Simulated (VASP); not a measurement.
A run of VASP 6.6.1:

The input INCAR:

```
PREC = Accurate
ENCUT = 520
EDIFF = 1E-6
ISMEAR = -1
SIGMA = 0.05
LREAL = F
LASPH = T
NELM = 60
ALGO = Normal
ISIF = 2
LWAVE = F
LCHARG = F
GGA = PE
NBANDS = 8
```

File KPOINTS:

```
regular mesh
0
Gamma
  11 11 11
```

The input POSCAR:

```
H
1.0
   -1.6915344700      1.6915344700      2.0584739900
    1.6915344700     -1.6915344700      2.0584739900
    1.6915344700      1.6915344700     -2.0584739900
H
2
Direct
    0.0901377100      0.0901377100      0.0000000000
    0.9098622900      0.9098622900      0.0000000000
```

Potentials or basis: VASP PAW PBE potentials, release 64 (H).

Run with:

```bash
$ cat potpaw_PBE.64/H/POTCAR > POTCAR
$ mpirun -np 1 vasp_std > vasp.out
```

Hardware: 1 thread of Intel(R) Xeon(R) Platinum 8375C CPU @ 2.90GHz (Ice Lake), on a shared host.

Problem. Estimate the wall time of this run.

Solution. It took 8.9 s on 1 thread of Intel(R) Xeon(R) Platinum 8375C CPU @ 2.90GHz (Ice Lake) (shared host), peak memory 0.13 GiB. Counts: scf iterations 12, k points 126.
